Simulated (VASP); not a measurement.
# AlNi (Pm-3m) in VASP: settings compared

AlNi is run at these levels: PBEsol+U, PBEsol; tasks: single point, vibrations by perturbation theory.

Program: VASP 6.6.1. These are calculated values, not measurements. Logs are shortened: lines on timing, memory, paths and dates and some standing lists are left out, and cuts for length are marked.

## (1) The cell of the first run

It takes space group Pm-3m (No. 221, cubic). Conventional cell: a = 2.881 Å, b = 2.881 Å, c = 2.881 Å, α = 90.00°, β = 90.00°, γ = 90.00°. Within 3.3 Å of Ni (site symmetry m-3m) lie 8 Al at 2.50 Å and 6 Ni at 2.88 Å. Al (site symmetry m-3m) has 8 Ni at 2.50 Å and 6 Al at 2.88 Å within 3.3 Å.

## (2) Single point, PBEsol+U, collinear spin, ferromagnetic start

Contents of INCAR:

```
SYSTEM = AlNi
PREC = Accurate
ENCUT = 520
EDIFF = 1E-6
ISMEAR = -1
SIGMA = 0.05
LREAL = .False.
LASPH = .True.
NELM = 150
ALGO = Normal
ISIF = 2
LWAVE = .False.
LCHARG = .False.
ISPIN = 2
MAGMOM = 1 0
LORBIT = 11
LMAXMIX = 4
LDAU = .True.
LDAUTYPE = 2
LDAUL = 2 -1
LDAUU = 4 0
LDAUJ = 0 0
LDAUPRINT = 1
GGA = PS
NBANDS = 18
```

Contents of KPOINTS:

```
Automatic mesh
0
Gamma
  9 9 9
  0 0 0
```

Contents of POSCAR:

```
AlNi
1.0
    2.8810000000      0.0000000000      0.0000000000
    0.0000000000      2.8810000000      0.0000000000
    0.0000000000      0.0000000000      2.8810000000
Ni Al
1 1
Direct
    0.5000000000      0.5000000000      0.5000000000
    0.0000000000      0.0000000000      0.0000000000
```

Potentials or basis: VASP PAW PBE potentials, release 64 (Ni, Al).

On the command line:

```bash
$ cat potpaw_PBE.64/Ni/POTCAR potpaw_PBE.64/Al/POTCAR > POTCAR
$ mpirun -np 1 vasp_std > vasp.out
```

OUTCAR:

```text
SYSTEM = AlNi
   PREC = Accurate
   ENCUT = 520
   EDIFF = 1E-6
   ISMEAR = -1
   LREAL = .False.
   LASPH = .True.
   NELM = 150
   ISIF = 2
   ISPIN = 2
   LORBIT = 11
   GGA = PS

 ion  position               nearest neighbor table
   1  0.500  0.500  0.500-   2 2.50   2 2.50   2 2.50   2 2.50   2 2.50   2 2.50   2 2.50   2 2.50

   2  0.000  0.000  0.000-   1 2.50   1 2.50   1 2.50   1 2.50   1 2.50   1 2.50   1 2.50   1 2.50

  LATTYP: Found a simple cubic cell.
 ALAT       =     2.8810000000

  Lattice vectors:

 A1 = (   2.8810000000,   0.0000000000,   0.0000000000)
 A2 = (   0.0000000000,   2.8810000000,   0.0000000000)
 A3 = (   0.0000000000,   0.0000000000,   2.8810000000)

Analysis of symmetry for initial positions (statically):
=====================================================================
 Subroutine PRICEL returns:
 Original cell was already a primitive cell.

 Routine SETGRP: Setting up the symmetry group for a
 simple cubic supercell.

 Subroutine GETGRP returns: Found 48 space group operations
 (whereof 48 operations were pure point group operations)
 out of a pool of 48 trial point group operations.

The static configuration has the point symmetry O_h .

Analysis of symmetry for dynamics (positions and initial velocities):
=====================================================================
 Subroutine PRICEL returns:
 Original cell was already a primitive cell.

 Routine SETGRP: Setting up the symmetry group for a
 simple cubic supercell.

 Subroutine GETGRP returns: Found 48 space group operations
 (whereof 48 operations were pure point group operations)
 out of a pool of 48 trial point group operations.

The dynamic configuration has the point symmetry O_h .

Analysis of structural, dynamic, and magnetic symmetry:
=====================================================================
 Subroutine PRICEL returns:
 Original cell was already a primitive cell.

 Routine SETGRP: Setting up the symmetry group for a
[... 169 lines left out ...]

 occupancies and eigenvectors

  o =  0.8625  v =  0.0000  0.0000  0.0000  0.0000  0.0000  0.0000 -0.0000 -0.9996  0.0000 -0.0286      0.0000  0.0000  0.0000  0.0000  0.0000  0.0000  0.0000  0.0000  0.0000  0.0000
  o =  0.8625  v =  0.0000  0.0000  0.0000  0.0000  0.0000  0.0000 -0.0000  0.0286 -0.0000 -0.9996      0.0000  0.0000  0.0000  0.0000  0.0000  0.0000  0.0000  0.0000  0.0000  0.0000
  o =  0.8625  v =  0.0000  0.0000 -0.9999 -0.0000 -0.0122  0.0000  0.0000  0.0000  0.0000  0.0000      0.0000  0.0000  0.0000  0.0000  0.0000  0.0000  0.0000  0.0000  0.0000  0.0000
  o =  0.8625  v =  0.0000  0.0000  0.0122 -0.0000 -0.9999  0.0000  0.0000  0.0000  0.0000  0.0000      0.0000  0.0000  0.0000  0.0000  0.0000  0.0000  0.0000  0.0000  0.0000  0.0000
  o =  0.8784  v =  0.0000  0.0000  0.0000  0.0000  0.0000  0.0000  0.9251 -0.0000 -0.3798  0.0000      0.0000  0.0000  0.0000  0.0000  0.0000  0.0000  0.0000  0.0000  0.0000  0.0000
  o =  0.8784  v =  0.0000  0.0000  0.0000  0.0000  0.0000  1.0000  0.0000  0.0000  0.0000  0.0000      0.0000  0.0000  0.0000  0.0000  0.0000  0.0000  0.0000  0.0000  0.0000  0.0000
  o =  0.8784  v =  0.0000  0.0000  0.0000  0.0000  0.0000  0.0000 -0.3798  0.0000 -0.9251  0.0000      0.0000  0.0000  0.0000  0.0000  0.0000  0.0000  0.0000  0.0000  0.0000  0.0000
  o =  0.8784  v =  0.0000 -0.3834 -0.0000 -0.9236  0.0000  0.0000  0.0000  0.0000  0.0000  0.0000      0.0000  0.0000  0.0000  0.0000  0.0000  0.0000  0.0000  0.0000  0.0000  0.0000
  o =  0.8784  v =  0.0000  0.9236  0.0000 -0.3834  0.0000  0.0000  0.0000  0.0000  0.0000  0.0000      0.0000  0.0000  0.0000  0.0000  0.0000  0.0000  0.0000  0.0000  0.0000  0.0000
  o =  0.8784  v =  1.0000  0.0000  0.0000  0.0000  0.0000  0.0000  0.0000  0.0000  0.0000  0.0000      0.0000  0.0000  0.0000  0.0000  0.0000  0.0000  0.0000  0.0000  0.0000  0.0000

 number of electron      13.0000015 magnetization       0.0001947

 Free energy of the ion-electron system (eV)
  ---------------------------------------------------
  ext. energy  EPLUGINS =         0.00000000
  ---------------------------------------------------
  free energy    TOTEN  =        -9.18745562 eV

  energy without entropy =       -9.18046582  energy(sigma->0) =       -9.18396072

 E-fermi :   9.5301     XC(G=0): -12.1296

 val. band max:        9.4796615257   @ k =   0.3333   0.3333   0.0000
 cond. band min:       9.5643869518   @ k =   0.3333   0.1111   0.1111
 fundamental gap:      0.0847254261
 Fermi energy:         9.5301168838

 spin component 1

 k-point     1 :       0.0000    0.0000    0.0000
  band No.  band energies     occupation
      1      -1.2518      1.00000
      2       5.9964      1.00000
      3       5.9964      1.00000
      4       7.6053      1.00000
      5       7.6053      1.00000
      6       7.6053      1.00000
[... 1001 lines left out ...]
     17      32.2696      0.00000
     18      35.9437      0.00000

 [... further k-points ...]
[... 5 lines left out ...]
  --------------------------------------------------------------------------------------
  -------------------------------------------------------------------------------------
  Total       -1.2292457     -1.2292457     -1.2292457      0.0000000     -0.0000000      0.0000000
  in kB      -82.3605983    -82.3605983    -82.3605983      0.0000000     -0.0000000      0.0000000
  external PRESSURE =     -82.3605983 kB  Pullay stress =       0.0000000 kB

 VOLUME and BASIS-vectors are now :
 -----------------------------------------------------------------------------
  energy-cutoff  :      520.00
  volume of cell :       23.91
      direct lattice vectors                 reciprocal lattice vectors
     2.881000000  0.000000000  0.000000000     0.347101701  0.000000000  0.000000000
     0.000000000  2.881000000  0.000000000     0.000000000  0.347101701  0.000000000
     0.000000000  0.000000000  2.881000000     0.000000000  0.000000000  0.347101701

 POSITION                                       TOTAL-FORCE (eV/Angst)
 -----------------------------------------------------------------------------------
      1.44050      1.44050      1.44050         0.000000      0.000000      0.000000
      0.00000      0.00000      0.00000         0.000000      0.000000      0.000000
 -----------------------------------------------------------------------------------
    total drift:                                0.000000      0.000000     -0.000000

  FREE ENERGIE OF THE ION-ELECTRON SYSTEM (eV)
  ---------------------------------------------------
  free  energy   TOTEN  =        -9.1874556223 eV

  energy  without entropy=       -9.1804658219  energy(sigma->0) =       -9.18396072

 total charge

# of ion       s       p       d       tot
------------------------------------------
    1        0.460   0.492   8.686   9.637
    2        0.382   0.401   0.000   0.783
--------------------------------------------------
tot          0.842   0.892   8.686  10.420

 magnetization (x)

# of ion       s       p       d       tot
------------------------------------------
    1        0.000   0.000   0.000   0.000
    2        0.000   0.000   0.000   0.000
--------------------------------------------------
tot          0.000   0.000   0.000   0.000
```

OSZICAR:

```text
N       E                     dE             d eps       ncg     rms          rms(c)
DAV:   1     0.507796900469E+02    0.50780E+02   -0.53391E+03  2536   0.804E+02
DAV:   2    -0.663889908639E+01   -0.57419E+02   -0.51041E+02  2678   0.166E+02
DAV:   3    -0.986232593664E+01   -0.32234E+01   -0.31585E+01  3006   0.409E+01
DAV:   4    -0.990269937579E+01   -0.40373E-01   -0.40342E-01  2844   0.409E+00
DAV:   5    -0.990344946362E+01   -0.75009E-03   -0.75005E-03  2968   0.598E-01    0.103E+01
DAV:   6    -0.108973619105E+02   -0.99391E+00   -0.21300E+01  2754   0.577E+01    0.113E+01
DAV:   7    -0.919664946390E+01    0.17007E+01   -0.69946E+00  2780   0.343E+01    0.154E+00
DAV:   8    -0.919289388398E+01    0.37556E-02   -0.16649E-01  3156   0.391E+00    0.936E-01
DAV:   9    -0.918696162623E+01    0.59323E-02   -0.37238E-02  3256   0.144E+00    0.457E-01
DAV:  10    -0.918722960000E+01   -0.26797E-03   -0.94753E-04  3144   0.249E-01    0.120E-01
DAV:  11    -0.918743960734E+01   -0.21001E-03   -0.16438E-03  2792   0.332E-01    0.455E-02
DAV:  12    -0.918745120213E+01   -0.11595E-04   -0.53461E-05  3316   0.640E-02    0.215E-02
DAV:  13    -0.918745363634E+01   -0.24342E-05   -0.35459E-06  2300   0.178E-02    0.134E-02
DAV:  14    -0.918745549333E+01   -0.18570E-05   -0.73129E-06  2314   0.221E-02    0.350E-03
DAV:  15    -0.918745562227E+01   -0.12894E-06   -0.71759E-07  1364   0.686E-03
   1 F= -.91874556E+01 E0= -.91839607E+01  d E =-.698980E-02  mag=     0.0000
```

Run time: 10 s. Hardware: 1 thread of Intel Xeon 6975P-C (Granite Rapids), shared host; peak memory 0.16 GiB.

What came out:

```yaml
Free_energy: -9.1875 eV
Pressure: -8.2 GPa
Net_moment: 0.00 μB per cell
Valence_electrons_inside_the_program's_atomic_spheres: Ni 9.64; Al 0.78
```

Eigenvalues of the final occupation matrices:
| site | spin | trace | eigenvalues |
| --- | --- | --- | --- |
| site 1 d | 1 | 4.36 | 0.86 0.86 0.88 0.88 0.88 |
| site 1 d | 2 | 4.36 | 0.86 0.86 0.88 0.88 0.88 |

Caveat: the PAW data sets were made with another functional, which shifts forces and pressure a little; the U is typed as a test and isn't derived for this compound.

(Continued in part 2 of 2.)
